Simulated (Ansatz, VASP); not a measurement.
**Ba: VASP beside Ansatz**

```xyz
1
Lattice="4.0716 0.0000 0.0000 0.0000 4.0716 0.0000 0.0000 0.0000 4.0716" Properties=species:S:1:pos:R:3 pbc="T T T"
Ba    0.0000    0.0000    0.0000
```

Alike in both runs: functional BLYP; k mesh 8 × 8 × 8; occupations fermi-dirac, width 0.1 eV; no spin polarisation.

Ansatz relaxed the structure, and its values are those at the end. VASP's run is a single point on that final structure, the one shown.

|  | VASP | Ansatz |
| --- | --- | --- |
| version | VASP 6.6.1 | Ansatz 0.2.0 |
| potentials or method | VASP PAW PBE potentials, release 64 (Ba_sv), cutoff 500 eV | plane waves (420 eV) with PAW, scalar-relativistic |
| valence electrons in the cell | 10 | 10 |

VASP gave:

```
pressure (GPa) : 0.1
```

Estimate Ansatz's values.

pressure (GPa): 0.0.

VASP's potentials were made for PBE, not for BLYP.

Neither program's run includes spin-orbit coupling.
